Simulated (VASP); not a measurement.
# Al2O3 (P-3m1) in VASP: a series of runs

The runs below take Al2O3 through relaxation of cell and atoms, with PBEsol, LDA.

Program: VASP 6.6.1. These are calculated values, not measurements. Logs are shortened: lines on timing, memory, paths and dates and some standing lists are left out, and cuts for length are marked.

## 1. The cell of the first run

The structure is trigonal, space group P-3m1 (No. 164). The conventional cell has a = 2.888 Å, b = 2.888 Å, c = 7.530 Å, α = 90.00°, β = 90.00°, γ = 120.00°. Al (site symmetry 3m) has 6 O at 1.80 to 2.16 Å within 2.4 Å. O (site symmetry -3m) has 6 Al at 2.16 Å and 12 O at 2.65 to 2.89 Å within 2.9 Å. Within 2.4 Å of O (site symmetry 3m) lie 3 Al at 1.80 Å.

## 2. Relaxation of cell and atoms, PBEsol

The input, INCAR:

```
SYSTEM = Al2O3
  PREC = Accurate
  ENCUT = 600
  EDIFF = 1E-7
  ISMEAR = -1
  SIGMA = 0.02
  LREAL = .False.
  LASPH = .True.
  NELM = 60
  ALGO = Normal
  ISIF = 3
  LWAVE = .False.
  LCHARG = .False.
  GGA = PS
  IBRION = 2
  NSW = 80
  EDIFFG = -0.005
```

The input, KPOINTS:

```
regular mesh
0
Gamma
  12 12 4
  0 0 0
```

The input, POSCAR:

```
Al2O3
1.0
    2.8882294715      0.0000000000      0.0000000000
   -1.4441147358      2.5012800943      0.0000000000
    0.0000000000      0.0000000000      7.5302785065
Al O
2 3
Direct
    0.3333333333      0.6666666667      0.1827987312
    0.6666666667      0.3333333333      0.8172012688
    0.0000000000      0.0000000000      0.0000000000
    0.3333333333      0.6666666667      0.7268084405
    0.6666666667      0.3333333333      0.2731915595
```

Potentials or basis: VASP PAW PBE potentials, release 64 (Al, O).

Run with:

```console
$ cat potpaw_PBE.64/Al/POTCAR potpaw_PBE.64/O/POTCAR > POTCAR
$ mpirun -np 1 vasp_std > vasp.out
```

OUTCAR:

```text
SYSTEM = Al2O3
   PREC = Accurate
   ENCUT = 600
   EDIFF = 1E-7
   ISMEAR = -1
   LREAL = .False.
   LASPH = .True.
   NELM = 60
   ISIF = 3
   GGA = PS
   IBRION = 2
   NSW = 80
   EDIFFG = -0.005

 ion  position               nearest neighbor table
   1  0.333  0.667  0.183-   5 1.80   5 1.80   5 1.80   3 2.16   3 2.16   3 2.16   2 3.22   2 3.22
                             2 3.22
   2  0.667  0.333  0.817-   4 1.80   4 1.80   4 1.80   3 2.16   3 2.16   3 2.16   1 3.22   1 3.22
                             1 3.22
   3  0.000  0.000  0.000-   1 2.16   2 2.16   2 2.16   1 2.16   2 2.16   1 2.16
   4  0.333  0.667  0.727-   2 1.80   2 1.80   2 1.80
   5  0.667  0.333  0.273-   1 1.80   1 1.80   1 1.80

  LATTYP: Found a hexagonal cell.
 ALAT       =     2.8882294715
 C/A-ratio  =     2.6072299936

  Lattice vectors:

 A1 = (   2.8882294715,   0.0000000000,   0.0000000000)
 A2 = (  -1.4441147358,   2.5012800943,   0.0000000000)
 A3 = (   0.0000000000,   0.0000000000,   7.5302785065)

Analysis of symmetry for initial positions (statically):
=====================================================================
 Subroutine PRICEL returns:
 Original cell was already a primitive cell.

 Routine SETGRP: Setting up the symmetry group for a
 hexagonal supercell.

 Subroutine GETGRP returns: Found 12 space group operations
 (whereof 12 operations were pure point group operations)
 out of a pool of 24 trial point group operations.

The static configuration has the point symmetry D_3d.

Analysis of symmetry for dynamics (positions and initial velocities):
=====================================================================
 Subroutine PRICEL returns:
 Original cell was already a primitive cell.

 Routine SETGRP: Setting up the symmetry group for a
 hexagonal supercell.

 Subroutine GETGRP returns: Found 12 space group operations
 (whereof 12 operations were pure point group operations)
 out of a pool of 24 trial point group operations.

The dynamic configuration has the point symmetry D_3d.

 Subroutine INISYM returns: Found 12 space group operations
 (whereof 12 operations are pure point group operations),
 and found     1 'primitive' translations

----------------------------------------------------------------------------------------

                                     Primitive cell

  volume of cell :      54.4008

  direct lattice vectors                    reciprocal lattice vectors
     2.888229471  0.000000000  0.000000000     0.346232877  0.199897645  0.000000000
    -1.444114736  2.501280094  0.000000000     0.000000000  0.399795290  0.000000000
     0.000000000  0.000000000  7.530278507     0.000000000  0.000000000  0.132797213

  length of vectors
     2.888229471  2.888229472  7.530278507     0.399795290  0.399795290  0.132797213

  position of ions in fractional coordinates (direct lattice)
     0.333333333  0.666666667  0.182798731
     0.666666667  0.333333333  0.817201269
     0.000000000  0.000000000  0.000000000
     0.333333333  0.666666667  0.726808441
     0.666666667  0.333333333  0.273191559

  ion indices of the primitive-cell ions
   primitive index   ion index
                 1           1
                 2           2
                 3           3
                 4           4
                 5           5

----------------------------------------------------------------------------------------

 KPOINTS: regular mesh

Automatic generation of k-mesh.
 Grid dimensions read from file:
 generate k-points for:   12   12    4

 Generating k-lattice:

  Cartesian coordinates                     Fractional coordinates (reciprocal lattice)
     0.028852740  0.016658137  0.000000000     0.083333333  0.000000000  0.000000000
     0.000000000  0.033316274  0.000000000     0.000000000  0.083333333  0.000000000
     0.000000000  0.000000000  0.033199303     0.000000000  0.000000000  0.250000000

  Length of vectors
     0.033316274  0.033316274  0.033199303

  Shift w.r.t. Gamma in fractional coordinates (k-lattice)
     0.000000000  0.000000000  0.000000000

 Subroutine IBZKPT returns following result:
 ===========================================

 Found     69 irreducible k-points:

 Following reciprocal coordinates:
            Coordinates               Weight
  0.000000  0.000000  0.000000      1.000000
  0.083333  0.000000  0.000000      6.000000
  0.166667  0.000000  0.000000      6.000000
  0.250000  0.000000  0.000000      6.000000
  0.333333  0.000000  0.000000      6.000000
  0.416667  0.000000  0.000000      6.000000
[... 16 lines left out ...]
  0.166667  0.000000  0.250000      6.000000
  0.000000  0.166667  0.250000      6.000000
 [... further k-points ...]
   k-points           NKPTS =     69   k-points in BZ     NKDIM =     69   number of bands    NBANDS=     16
   number of dos      NEDOS =    301   number of ions     NIONS =      5
   total plane-waves  NPLWV =  34560
   dimension x,y,z NGX =    24 NGY =   24 NGZ =   60
   dimension x,y,z NGXF=    48 NGYF=   48 NGZF=  120
   ions per type =               2   3
   NGX,Y,Z   is equivalent  to a cutoff of  13.81, 13.81, 13.25 a.u.
   NGXF,Y,Z  is equivalent  to a cutoff of  27.63, 27.63, 26.49 a.u.
 SYSTEM =  Al2O3
   PREC   = accura    normal or accurate (medium, high low for compatibility)
   ISTART =      0    job   : 0-new  1-cont  2-samecut
   ICHARG =      2    charge: 1-file 2-atom 10-const
   ISPIN  =      1    spin polarized calculation?
   LNONCOLLINEAR =      F non collinear calculations
   LSORBIT =      F    spin-orbit coupling
   LASPH  =      T    aspherical Exc in radial PAW
   ENCUT  =  600.0 eV  44.10 Ry    6.64 a.u.   5.77  5.77 15.04*2*pi/ulx,y,z
   NELM   =     60;   NELMIN=  2; NELMDL= -5     # of ELM steps
   EDIFF  = 0.1E-06   stopping-criterion for ELM
   LREAL  =      F    real-space projection
   EDIFFG = -.5E-02   stopping-criterion for IOM
   NSW    =     80    number of steps for IOM
   IBRION =      2    ionic relax: 0-MD 1-quasi-New 2-CG
   NFREE  =      1    steps in history (QN), initial steepest desc. (CG)
   ISIF   =      3    stress and relaxation
   ISYM   =      2    0-nonsym 1-usesym 2-fastsym
   POTIM  = 0.5000    time-step for ionic-motion
   TEBEG  =    0.0;   TEEND  =   0.0 temperature during run
   PSTRESS=    0.0 pullay stress
   NELECT =      24.0000    total number of electrons
   NUPDOWN=      -1.0000    fix difference up-down
   EMIN   =  10.00;   EMAX   =-10.00  energy-range for DOS
   EFERMI =   0.00;   METHOD = LEGACY
   ISMEAR =    -1;   SIGMA  =   0.02  broadening in eV -4-tet -1-fermi 0-gaus
   EFERMI_NEDOS =   21; number of points for ismear=-14 and -15
   IALGO  =     38    algorithm
   IMIX   =      4    mixing-type and parameters
     AMIX     =   0.40;   BMIX     =  1.00
     AMIX_MAG =   1.60;   BMIX_MAG =  1.00
  volume/ion in A,a.u.               =      10.88        73.42
  Fermi-wavevector in a.u.,A,eV,Ry     =   1.246265  2.355098 21.132232  1.553175
  Thomas-Fermi vector in A             =   2.380450
   LORBIT       =      0    0 simple, 1 ext, 2 COOP (PROOUT), +10 PAW based schemes
   GGA     = PS    functional components
   LHFCALC =     F    Hartree Fock is set to
   AEXX    =    0.0000 exact exchange contribution
   IVDW    =     0    specifies the selected vdW correction
   LEPSILON=     F    determine dielectric tensor
   LRPA    =     F    only Hartree local field effects (RPA)
 conjugate gradient relaxation of ions
 non-spin polarized calculation
  energy-cutoff  :      600.00
  volume of cell :       54.40
 maximum number of plane-waves:      1832
 NGX is ok and might be reduce to    24
   NGX = 11   NGY = 11   NGZ = 31

--------------------------------------- Ionic step        1  -------------------------------------------

 number of electron      23.9999992 magnetization

 Free energy of the ion-electron system (eV)
  ---------------------------------------------------
  ext. energy  EPLUGINS =         0.00000000
  ---------------------------------------------------
  free energy    TOTEN  =       -38.24303069 eV

  energy without entropy =      -38.24303069  energy(sigma->0) =      -38.24303069

------------------------ aborting loop because EDIFF is reached ----------------------------------------

  FORCE on cell =-STRESS in cart. coord.  units (eV):
  Direction    XX          YY          ZZ          XY          YZ          ZX
  --------------------------------------------------------------------------------------
  -------------------------------------------------------------------------------------
  Total       -1.3548667     -1.3548667     -1.0825996      0.0000000      0.0000000     -0.0000000
  in kB      -39.9026814    -39.9026814    -31.8840415      0.0000000      0.0000000     -0.0000000
  external PRESSURE =     -37.2298014 kB  Pullay stress =       0.0000000 kB
[... 98 lines left out ...]
  FREE ENERGIE OF THE ION-ELECTRON SYSTEM (eV)
  ---------------------------------------------------
  free  energy   TOTEN  =       -38.2556168933 eV

  energy  without entropy=      -38.2556168933  energy(sigma->0) =      -38.25561689

[... ionic steps 4 to 45 ...]

--------------------------------------- Ionic step       46  -------------------------------------------

 number of electron      23.9999996 magnetization

------------------------ aborting loop because EDIFF is reached ----------------------------------------
[... 73 lines left out ...]
--------------------------------------- Ionic step       48  -------------------------------------------

 number of electron      23.9999995 magnetization

 Free energy of the ion-electron system (eV)
  ---------------------------------------------------
  ext. energy  EPLUGINS =         0.00000000
  ---------------------------------------------------
  free energy    TOTEN  =       -38.27277644 eV

  energy without entropy =      -38.27277644  energy(sigma->0) =      -38.27277644

 E-fermi :   5.0269     XC(G=0): -10.9984

 val. band max:        4.5657166352   @ k =   0.0833   0.0833   0.0000
 cond. band min:       9.1545130212   @ k =   0.0000   0.0000   0.0000
 fundamental gap:      4.5887963860
 Fermi energy:         5.0269432937

 k-point     1 :       0.0000    0.0000    0.0000
  band No.  band energies     occupation
      1     -14.7267      2.00000
      2     -13.3343      2.00000
      3     -12.2974      2.00000
      4      -0.7633      2.00000
      5       1.5808      2.00000
      6       2.6412      2.00000
[... 433 lines left out ...]
      3     -12.1240      2.00000
      4      -0.7909      2.00000
      5       0.8310      2.00000
      6       1.9762      2.00000
[... 8 lines left out ...]
     15      13.4815      0.00000
     16      15.6657      0.00000

 [... further k-points ...]

------------------------ aborting loop because EDIFF is reached ----------------------------------------

  FORCE on cell =-STRESS in cart. coord.  units (eV):
  Direction    XX          YY          ZZ          XY          YZ          ZX
  --------------------------------------------------------------------------------------
  -------------------------------------------------------------------------------------
  Total       -0.0110044     -0.0110044      0.0070299      0.0000000      0.0000000     -0.0000000
  in kB       -0.3605733     -0.3605733      0.2303454      0.0000000      0.0000000     -0.0000000
  external PRESSURE =      -0.1636004 kB  Pullay stress =       0.0000000 kB
[... 20 lines left out ...]
  FREE ENERGIE OF THE ION-ELECTRON SYSTEM (eV)
  ---------------------------------------------------
  free  energy   TOTEN  =       -38.2727764433 eV

  energy  without entropy=      -38.2727764433  energy(sigma->0) =      -38.27277644

 reached required accuracy - stopping structural energy minimisation
```

Wall time 10 min (1 thread of Intel Xeon 6975P-C (Granite Rapids), shared host); peak memory 0.22 GiB.

What came out:

```yaml
Free_energy: -38.2728 eV
Relaxed_volume: 9.78 Å³/atom
Relaxed_cell: a = 2.873 Å, b = 2.873 Å, c = 6.840 Å, α = 90.00°, β = 90.00°, γ = 120.00°
Space_group_after_relaxing_to_0.1_Å: P-3m1 (No. 164)
Energy_gained_by_relaxing: 5.9 meV/atom
Ionic_steps: 48
Pressure_after_relaxing: 0.0 GPa
Band_gap_on_the_k_mesh: 4.59 eV (least direct gap 4.63 eV)
```

Forces in eV/Å, atoms in the order of the input:
```
Al   0.000  0.000 -0.001
Al   0.000  0.000  0.001
O    0.000  0.000  0.000
O    0.000  0.000 -0.002
O    0.000  0.000  0.002
```

The path:
```
step  energy change (eV)  largest force (eV/Å)  pressure (GPa)  volume (Å³)
   1              0.0000                0.1869           -3.72        54.40
   3             -0.0126                0.1568           -0.15        53.42
   5             -0.0138                0.0269           -0.05        53.28
   7             -0.0142                0.0570           -0.01        53.16
   9             -0.0143                0.0694           -0.01        53.10
  11             -0.0149                0.0584           -0.13        52.98
  13             -0.0170                0.0771           -0.62        52.49
  15             -0.0194                0.2897           -2.28        50.48
  17             -0.0199                0.2270           -1.81        51.06
  19             -0.0205                0.2230           -1.80        50.93
  21             -0.0227                0.2097           -1.75        50.40
  23             -0.0246                0.1699           -1.13        48.31
  25             -0.0268                0.1477           -1.12        49.09
  27             -0.0290                0.0832            0.14        49.07
  29             -0.0295                0.0308            0.03        49.11
  31             -0.0296                0.0138           -0.04        49.13
  33             -0.0296                0.0071           -0.01        49.13
  35             -0.0296                0.0091            0.00        49.12
  37             -0.0297                0.0014           -0.04        49.12
  39             -0.0297                0.0175            0.00        49.06
  41             -0.0297                0.0214            0.01        49.04
  43             -0.0297                0.0162            0.06        49.00
  45             -0.0297                0.0165            0.23        48.85
  47             -0.0297                0.0057            0.09        48.91
  48             -0.0297                0.0022           -0.02        48.90
```

Final structure:
```xyz
5
Lattice="2.8730 0.0000 0.0000 -1.4365 2.4881 0.0000 0.0000 0.0000 6.8405" Properties=species:S:1:pos:R:3 pbc="T T T"
Al    0.0000    1.6587    1.3615
Al    1.4365    0.8294    5.4789
O     0.0000    0.0000    0.0000
O     0.0000    1.6587    4.8049
O     1.4365    0.8294    2.0356
```

Caveat: the PAW data sets were made with another functional, which shifts forces and pressure a little. A k mesh can miss the band edges.

(Part 1 of 2 ends here.)
